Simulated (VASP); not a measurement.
A run of VASP 6.6.1:

Contents of INCAR:

```
SYSTEM = SnTe3
PREC = Accurate ; ENCUT = 520
EDIFF = 1E-6 ; ISMEAR = 0
SIGMA = 0.1 ; LREAL = .False.
LASPH = .True. ; NELM = 80
ALGO = Normal ; ISIF = 2
LWAVE = .False. ; LCHARG = .True.
GGA = PE ; LELF = .True.
LVHAR = .True. ; NBANDS = 24
```

Contents of KPOINTS:

```
regular mesh
0
Gamma
  10 10 10
  0 0 0
```

Contents of POSCAR:

```
SnTe3
1.0
    0.0000000000      3.8612190000      3.8612190000
    3.8612190000      0.0000000000      3.8612190000
    3.8612190000      3.8612190000      0.0000000000
Sn Te
1 3
Direct
    0.0000000000      0.0000000000      0.0000000000
    0.2500000000      0.2500000000      0.2500000000
    0.7500000000      0.7500000000      0.7500000000
    0.5000000000      0.5000000000      0.5000000000
```

Potentials or basis: VASP PAW PBE potentials, release 64 (Sn_d, Te).

Run with:

```bash
$ cat potpaw_PBE.64/Sn_d/POTCAR potpaw_PBE.64/Te/POTCAR > POTCAR
$ mpirun -np 1 vasp_std > vasp.out
```

Hardware: 1 thread of Intel(R) Xeon(R) 6975P-C (Granite Rapids), on a shared host.

Estimate the wall time of this run.

It took 75 s on 1 thread of Intel(R) Xeon(R) 6975P-C (Granite Rapids), on a shared host, peak memory 0.33 GiB. Counts: scf iterations 13, k points 47.
